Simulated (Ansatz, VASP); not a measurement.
## Two plane-wave programs on NaH

INCAR

```
PREC = Accurate ; ENCUT = 520
EDIFF = 1E-6 ; ISMEAR = -1
SIGMA = 0.02 ; LREAL = False
LASPH = True ; NELM = 60
ALGO = Normal ; ISIF = 2
LWAVE = False ; LCHARG = False
GGA = PE ; NBANDS = 16
```

KPOINTS

```
regular mesh
0
Gamma
  12 12 4
```

Contents of POSCAR:

```
NaH
1.0
    3.3191587685     -0.0278809337      0.0000000000
   -1.6837249811      2.8884162795      0.0000000000
    0.0000000000      0.0000000000      5.8309537772
Na H
2 2
Direct
    0.0000000000      0.0000000000      0.0000000000
    0.0000000000      0.0000000000      0.5000000000
    0.3333333333      0.6666666667      0.2500000000
    0.6666666667      0.3333333333      0.7500000000
```

Input for Ansatz:

```yaml
crystal:
  lattice:
    - [3.3191587685, -0.0278809337, 0.0]
    - [-1.6837249811, 2.8884162795, 0.0]
    - [0.0, 0.0, 5.8309537772]
  atoms:
    - { symbol: Na, position: [0.0, 0.0, 0.0] }
    - { symbol: Na, position: [0.0, 0.0, 0.5] }
    - { symbol: H, position: [0.3333333333, 0.6666666667, 0.25] }
    - { symbol: H, position: [0.6666666667, 0.3333333333, 0.75] }
kpoints:
  mp_grid: { grid: [12, 12, 4] }
  band_path:
    path:
      - [0.0, 0.0, 0.0]
      - [0.5, 0.0, 0.0]
      - [0.3333333333, 0.3333333333, 0.0]
      - [0.0, 0.0, 0.5]
      - [0.5, 0.0, 0.5]
      - [0.3333333333, 0.3333333333, 0.5]
      - [0.0, -0.5, 0.25]
      - [0.270833, 0.260417, 0.0]
    npoints: 1
hamiltonian:
  xc: pbe
scf:
  occupations: { method: fermi_dirac, width: 0.02 }
  n_extra_bands: 5
output:
  forces: true
  stress: true
  eigenvalues: true
  write_density: true
  write_potential: true
  elf: true
  volumetric_format: npy
```

Change from the starting cell: shear_xy strain -1.7%.

Alike in both runs: task single point; functional PBE; k mesh 12 × 12 × 4; occupations fermi-dirac, width 0.02 eV; no spin polarisation.

|  | VASP | Ansatz |
| --- | --- | --- |
| version | VASP 6.6.1 | Ansatz 0.2.0 |
| potentials or method | VASP PAW PBE potentials, release 64 (Na_pv, H) | plane waves, PAW |
| plane-wave cutoff (eV) | 520 | 420 |
| valence electrons in the cell | 16 | 20 |

```tsv
	VASP	Ansatz	Ansatz less VASP
gap on the k mesh at the Fermi level (eV)	3.39	3.39	+0.002
pressure (GPa)	0.6	0.6	+0.03
traceless stress, the component that is largest in VASP (GPa)	0.35	0.35	-0.001
```

The functional is the same, so the differences come from potentials, cutoffs and numerics. VASP's potentials hold 16 valence electrons a cell and Ansatz's 20, so a difference there can come from the potentials and not from the codes.
